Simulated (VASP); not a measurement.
Set up this calculation in VASP 6.6.1, as the native input.

```yaml
Task: single point
Functional: RPBE
Potentials_or_basis: VASP PAW PBE potentials, release 64 (Sn_d, Se)
Cutoff: 520 eV
k_mesh: 8 × 8 × 5
Occupations: gaussian, width 0.1 eV
Spin: no spin polarisation
Dipole_correction: no
Further_INCAR_settings: ALGO = Normal; EDIFF = 1e-07; NBANDS = 20
```

The structure of SnSe2 lies in POSCAR:

```
SnSe2
1.0
    3.8110000000      0.0000000000      0.0000000000
   -1.9055000000      3.3004228138      0.0000000000
    0.0000000000      0.0000000000      6.1360000000
Sn Se
1 2
Direct
    0.0000000000      0.0000000000      0.0000000000
    0.6666666667      0.3333333333      0.7510000000
    0.3333333333      0.6666666667      0.2490000000
```

These files were run (other wordings do the same):

INCAR

```
SYSTEM = SnSe2
PREC = Accurate
ENCUT = 520
EDIFF = 1E-7
ISMEAR = 0
SIGMA = 0.1
LREAL = .FALSE.
LASPH = .TRUE.
NELM = 60
ALGO = Normal
ISIF = 2
LWAVE = .FALSE.
LCHARG = .FALSE.
GGA = RP
NBANDS = 20
```

KPOINTS

```
Automatic mesh
0
G
  8 8 5
  0 0 0
```

Potentials or basis: VASP PAW PBE potentials, release 64 (Sn_d, Se).

The run is started by

```console
$ cat potpaw_PBE.64/Sn_d/POTCAR potpaw_PBE.64/Se/POTCAR > POTCAR
$ mpirun -np 1 vasp_std > vasp.out
```

Results of the run:

```yaml
Pressure: 7.5 GPa
Largest_force: 0.847 eV/Å
Band_gap_on_the_k_mesh: 0.88 eV, indirect (least direct gap 1.22 eV)
```

Caveat: the PAW data sets were made with another functional, which shifts forces and pressure a little; spin-orbit coupling is left out, which moves the levels of the heavy elements; this functional lacks dispersion, which binds the layers, so the pressure and a relaxed spacing across them are unreliable.

It took 78 s on 1 thread of Intel(R) Xeon(R) Platinum 8375C CPU @ 2.90GHz (Ice Lake), with other jobs on the host, peak memory 0.21 GiB.
